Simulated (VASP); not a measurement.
# Mg (P6_3/mmc) in VASP: further runs

The runs below take Mg through single point, with PBE.

All numbers are computed with VASP 6.6.1; they aren't measurements. Logs are shortened: lines on timing, memory, paths and dates and some standing lists are left out, and cuts for length are marked.

## (1) The cell of the first run

Symmetry: P6_3/mmc, No. 194, hexagonal system. Conventional cell: a = 3.144 Å, b = 3.144 Å, c = 5.104 Å, α = 90.00°, β = 90.00°, γ = 120.00°. Mg (site symmetry -6m2) has 12 Mg at 3.13 to 3.14 Å within 4.1 Å.

## (2) Single point, PBE

File INCAR:

```
PREC = Accurate ; ENCUT = 520
EDIFF = 1E-6 ; ISMEAR = -1
SIGMA = 0.3 ; LREAL = F
LASPH = T ; NELM = 100
ALGO = Normal ; ISIF = 2
LWAVE = F ; LCHARG = F
GGA = PE ; NBANDS = 9
```

File KPOINTS:

```
regular mesh
0
Gamma
  12 12 7
```

File POSCAR:

```
Mg
1.0
    3.1437856987      0.0000000000      0.0000000000
   -1.5718928494      2.7225979575      0.0000000000
    0.0000000000      0.0000000000      5.1039375022
Mg
2
Direct
    0.3333333333      0.6666666667      0.2500000000
    0.6666666667      0.3333333333      0.7500000000
```

Potentials or basis: VASP PAW PBE potentials, release 64 (Mg).

On the command line:

```
$ cat potpaw_PBE.64/Mg/POTCAR > POTCAR
$ mpirun -np 1 vasp_std > vasp.out
```

OUTCAR:

```text
PREC = Accurate
   ENCUT = 520
   EDIFF = 1E-6
   ISMEAR = -1
   LREAL = F
   LASPH = T
   NELM = 100
   ISIF = 2
   GGA = PE

 ion  position               nearest neighbor table
   1  0.333  0.667  0.250-   2 3.13   2 3.13   2 3.13   2 3.13   2 3.13   2 3.13
   2  0.667  0.333  0.750-   1 3.13   1 3.13   1 3.13   1 3.13   1 3.13   1 3.13

  LATTYP: Found a hexagonal cell.
 ALAT       =     3.1437856987
 C/A-ratio  =     1.6235004518

  Lattice vectors:

 A1 = (   3.1437856987,   0.0000000000,   0.0000000000)
 A2 = (  -1.5718928494,   2.7225979575,   0.0000000000)
 A3 = (   0.0000000000,   0.0000000000,   5.1039375022)

Analysis of symmetry for initial positions (statically):
=====================================================================
 Subroutine PRICEL returns:
 Original cell was already a primitive cell.

 Routine SETGRP: Setting up the symmetry group for a
 hexagonal supercell.

 Subroutine GETGRP returns: Found 24 space group operations
 (whereof 12 operations were pure point group operations)
 out of a pool of 24 trial point group operations.

The static configuration has the point symmetry D_3d.
 The point group associated with its full space group is D_6h.

Analysis of symmetry for dynamics (positions and initial velocities):
=====================================================================
 Subroutine PRICEL returns:
 Original cell was already a primitive cell.

 Routine SETGRP: Setting up the symmetry group for a
 hexagonal supercell.

 Subroutine GETGRP returns: Found 24 space group operations
 (whereof 12 operations were pure point group operations)
 out of a pool of 24 trial point group operations.

The dynamic configuration has the point symmetry D_3d.
 The point group associated with its full space group is D_6h.

 Subroutine INISYM returns: Found 24 space group operations
 (whereof 12 operations are pure point group operations),
 and found     1 'primitive' translations

----------------------------------------------------------------------------------------

                                     Primitive cell

  volume of cell :      43.6860

  direct lattice vectors                    reciprocal lattice vectors
     3.143785699  0.000000000  0.000000000     0.318087839  0.183648121  0.000000000
    -1.571892849  2.722597958  0.000000000     0.000000000  0.367296243  0.000000000
     0.000000000  0.000000000  5.103937502     0.000000000  0.000000000  0.195927164

  length of vectors
     3.143785699  3.143785420  5.103937502     0.367296210  0.367296243  0.195927164

  position of ions in fractional coordinates (direct lattice)
     0.333333333  0.666666667  0.250000000
     0.666666667  0.333333333  0.750000000

  ion indices of the primitive-cell ions
   primitive index   ion index
                 1           1
                 2           2

----------------------------------------------------------------------------------------

 KPOINTS: regular mesh

Automatic generation of k-mesh.
 Grid dimensions read from file:
 generate k-points for:   12   12    7

 Generating k-lattice:

  Cartesian coordinates                     Fractional coordinates (reciprocal lattice)
     0.026507320  0.015304010  0.000000000     0.083333333  0.000000000  0.000000000
     0.000000000  0.030608020  0.000000000     0.000000000  0.083333333  0.000000000
     0.000000000  0.000000000  0.027989595     0.000000000  0.000000000  0.142857143

  Length of vectors
     0.030608018  0.030608020  0.027989595

  Shift w.r.t. Gamma in fractional coordinates (k-lattice)
     0.000000000  0.000000000  0.000000000

 Subroutine IBZKPT returns following result:
 ===========================================

 Found     76 irreducible k-points:

 Following reciprocal coordinates:
            Coordinates               Weight
  0.000000  0.000000  0.000000      1.000000
  0.083333  0.000000  0.000000      6.000000
  0.166667  0.000000  0.000000      6.000000
  0.250000  0.000000  0.000000      6.000000
  0.333333  0.000000  0.000000      6.000000
  0.416667 -0.000000  0.000000      6.000000
[... 16 lines left out ...]
  0.250000  0.000000  0.142857     12.000000
  0.333333  0.000000  0.142857     12.000000
 [... further k-points ...]
   k-points           NKPTS =     76   k-points in BZ     NKDIM =     76   number of bands    NBANDS=      9
   number of dos      NEDOS =    301   number of ions     NIONS =      2
   total plane-waves  NPLWV =  23040
   dimension x,y,z NGX =    24 NGY =   24 NGZ =   40
   dimension x,y,z NGXF=    48 NGYF=   48 NGZF=   80
   ions per type =               2
   NGX,Y,Z   is equivalent  to a cutoff of  12.69, 12.69, 13.03 a.u.
   NGXF,Y,Z  is equivalent  to a cutoff of  25.38, 25.38, 26.06 a.u.
 SYSTEM =  unknown system
   PREC   = accura    normal or accurate (medium, high low for compatibility)
   ISTART =      0    job   : 0-new  1-cont  2-samecut
   ICHARG =      2    charge: 1-file 2-atom 10-const
   ISPIN  =      1    spin polarized calculation?
   LNONCOLLINEAR =      F non collinear calculations
   LSORBIT =      F    spin-orbit coupling
   LASPH  =      T    aspherical Exc in radial PAW
   ENCUT  =  520.0 eV  38.22 Ry    6.18 a.u.   5.85  5.85  9.49*2*pi/ulx,y,z
   NELM   =    100;   NELMIN=  2; NELMDL= -5     # of ELM steps
   EDIFF  = 0.1E-05   stopping-criterion for ELM
   LREAL  =      F    real-space projection
   EDIFFG = 0.1E-04   stopping-criterion for IOM
   NSW    =      0    number of steps for IOM
   IBRION =     -1    ionic relax: 0-MD 1-quasi-New 2-CG
   NFREE  =      0    steps in history (QN), initial steepest desc. (CG)
   ISIF   =      2    stress and relaxation
   ISYM   =      2    0-nonsym 1-usesym 2-fastsym
   POTIM  = 0.5000    time-step for ionic-motion
   TEBEG  =    0.0;   TEEND  =   0.0 temperature during run
   PSTRESS=    0.0 pullay stress
   NELECT =       4.0000    total number of electrons
   NUPDOWN=      -1.0000    fix difference up-down
   EMIN   =  10.00;   EMAX   =-10.00  energy-range for DOS
   EFERMI =   0.00;   METHOD = LEGACY
   ISMEAR =    -1;   SIGMA  =   0.30  broadening in eV -4-tet -1-fermi 0-gaus
   EFERMI_NEDOS =   21; number of points for ismear=-14 and -15
   IALGO  =     38    algorithm
   IMIX   =      4    mixing-type and parameters
     AMIX     =   0.40;   BMIX     =  1.00
     AMIX_MAG =   1.60;   BMIX_MAG =  1.00
  volume/ion in A,a.u.               =      21.84       147.40
  Fermi-wavevector in a.u.,A,eV,Ry     =   0.737872  1.394375  7.407757  0.544455
  Thomas-Fermi vector in A             =   1.831658
   LORBIT       =      0    0 simple, 1 ext, 2 COOP (PROOUT), +10 PAW based schemes
   GGA     = PE    functional components
   LHFCALC =     F    Hartree Fock is set to
   AEXX    =    0.0000 exact exchange contribution
   IVDW    =     0    specifies the selected vdW correction
   LEPSILON=     F    determine dielectric tensor
   LRPA    =     F    only Hartree local field effects (RPA)
 non-spin polarized calculation
  energy-cutoff  :      520.00
  volume of cell :       43.69
 maximum number of plane-waves:      1194
 NGX is ok and might be reduce to    24
   NGX = 11   NGY = 11   NGZ = 19

 number of electron       4.0000000 magnetization

 Free energy of the ion-electron system (eV)
  ---------------------------------------------------
  ext. energy  EPLUGINS =         0.00000000
  ---------------------------------------------------
  free energy    TOTEN  =        -3.12113594 eV

  energy without entropy =       -2.87835243  energy(sigma->0) =       -2.99974418

 E-fermi :   2.8840     XC(G=0):  -8.6461

 val. band max:        2.8440120946   @ k =   0.2500   0.0000   0.0000
 cond. band min:       2.9987379607   @ k =   0.4167   0.0833   0.2857
 fundamental gap:      0.1547258662
 Fermi energy:         2.8839958524

 k-point     1 :       0.0000    0.0000    0.0000
  band No.  band energies     occupation
      1      -4.2504      2.00000
      2       1.1321      1.99420
      3       1.6597      1.96678
      4      14.1287      0.00000
      5      14.1287      0.00000
      6      14.3450      0.00000
      7      14.3451      0.00000
      8      15.0205      0.00000
      9      16.7869      0.00000

 k-point     2 :       0.0833    0.0000    0.0000
  band No.  band energies     occupation
      1      -4.1091      2.00000
      2       1.2605      1.99111
      3       1.7964      1.94810
      4      11.8270      0.00000
      5      12.9533      0.00000
      6      13.7504      0.00000
      7      15.6956      0.00000
      8      15.9328      0.00000
      9      16.6120      0.00000

 k-point     3 :       0.1667    0.0000    0.0000
  band No.  band energies     occupation
      1      -3.6864      2.00000
      2       1.6461      1.96823
      3       2.2004      1.81417
      4       9.2342      0.00000
      5      11.9031      0.00000
      6      12.4646      0.00000
      7      14.0551      0.00000
      8      15.1389      0.00000
      9      16.5356      0.00000

 k-point     4 :       0.2500    0.0000    0.0000
  band No.  band energies     occupation
      1      -2.9863      2.00000
      2       2.2895      1.75771
      3       2.8440      1.06654
      4       6.8396      0.00000
      5      11.0861      0.00000
      6      11.0983      0.00000
      7      11.6271      0.00000
      8      13.5768      0.00000
      9      15.6043      0.00000

 k-point     5 :       0.3333    0.0000    0.0000
  band No.  band energies     occupation
      1      -2.0152      2.00000
      2       3.1917      0.52779
      3       3.4939      0.23157
      4       4.9074      0.00235
      5       9.4273      0.00000
      6       9.6039      0.00000
      7      10.5036      0.00000
      8      12.4178      0.00000
      9      14.9344      0.00000

 k-point     6 :       0.4167   -0.0000    0.0000
  band No.  band energies     occupation
      1      -0.7827      1.99999
      2       2.3686      1.69570
      3       4.3523      0.01486
      4       5.2100      0.00086
      5       7.4822      0.00000
      6       8.0388      0.00000
      7      10.1547      0.00000
      8      11.7704      0.00000
      9      14.5291      0.00000
[... 169 lines left out ...]
 k-point    21 :       0.0833    0.0000    0.1429
  band No.  band energies     occupation
      1      -3.9910      2.00000
      2       0.0406      1.99985
      3       3.2184      0.49397
      4      11.9065      0.00000
      5      13.0481      0.00000
      6      13.6442      0.00000
      7      14.3934      0.00000
      8      15.6322      0.00000
      9      16.0737      0.00000

 k-point    22 :       0.1667    0.0000    0.1429
  band No.  band energies     occupation
      1      -3.5689      2.00000
      2       0.4422      1.99942
      3       3.6026      0.16704
      4       9.3356      0.00000
      5      12.0004      0.00000
      6      12.2761      0.00000
      7      13.3902      0.00000
      8      15.0609      0.00000
      9      15.3954      0.00000

 k-point    23 :       0.2500    0.0000    0.1429
  band No.  band energies     occupation
      1      -2.8696      2.00000
      2       1.1054      1.99469
      3       4.2078      0.02395
      4       6.9622      0.00000
      5      10.3235      0.00000
      6      11.1838      0.00000
      7      12.0041      0.00000
      8      14.1218      0.00000
      9      14.6134      0.00000

 k-point    24 :       0.3333    0.0000    0.1429
  band No.  band energies     occupation
      1      -1.8999      2.00000
      2       2.0094      1.89720
      3       4.3633      0.01434
      4       5.5177      0.00031
      5       8.2893      0.00000
      6      10.6012      0.00000
      7      10.6790      0.00000
      8      12.7426      0.00000
      9      14.0167      0.00000

 [... further k-points ...]

------------------------ aborting loop because EDIFF is reached ----------------------------------------

  FORCE on cell =-STRESS in cart. coord.  units (eV):
  Direction    XX          YY          ZZ          XY          YZ          ZX
  --------------------------------------------------------------------------------------
  -------------------------------------------------------------------------------------
  Total        0.6123221      0.6123219      0.5512521     -0.0000000      0.0000000      0.0000000
  in kB       22.4568431     22.4568378     20.2171084     -0.0000000      0.0000000      0.0000000
  external PRESSURE =      21.7102631 kB  Pullay stress =       0.0000000 kB

 VOLUME and BASIS-vectors are now :
 -----------------------------------------------------------------------------
  energy-cutoff  :      520.00
  volume of cell :       43.69
      direct lattice vectors                 reciprocal lattice vectors
     3.143785699  0.000000000  0.000000000     0.318087839  0.183648121  0.000000000
    -1.571892849  2.722597958  0.000000000     0.000000000  0.367296243  0.000000000
     0.000000000  0.000000000  5.103937502     0.000000000  0.000000000  0.195927164

 POSITION                                       TOTAL-FORCE (eV/Angst)
 -----------------------------------------------------------------------------------
     -0.00000      1.81507      1.27598        -0.000000      0.000000      0.000000
      1.57189      0.90753      3.82795         0.000000     -0.000000      0.000000
 -----------------------------------------------------------------------------------
    total drift:                                0.000000     -0.000000      0.000000

  FREE ENERGIE OF THE ION-ELECTRON SYSTEM (eV)
  ---------------------------------------------------
  free  energy   TOTEN  =        -3.1211359371 eV

  energy  without entropy=       -2.8783524279  energy(sigma->0) =       -2.99974418
```

It took 20 s on 1 thread of AMD EPYC 7R43 (Zen 3), shared host; peak memory 0.14 GiB.

Results:

```
Free energy            : -3.1211 eV
Pressure               : 2.2 GPa
Band gap on the k mesh : zero (band 2 reaches 3.91 eV, above the bottom of band 3 at 1.66 eV)
```

Stress tensor (GPa, compression positive):
```
2.25 0.00 0.00
0.00 2.25 0.00
0.00 0.00 2.02
```

Levels at points of the mesh, in eV from the Fermi level:
```tsv
k point	band 1	band 2	band 3	band 4	band 5	band 6	band 7
(0.00, 0.00, 0.00)	-7.13	-1.75	-1.22	11.24	11.24	11.46	11.46
(0.50, 0.00, 0.00)	-2.22	-2.16	2.75	3.05	3.44	3.84	7.15
```

(Continued in part 2 of 2.)
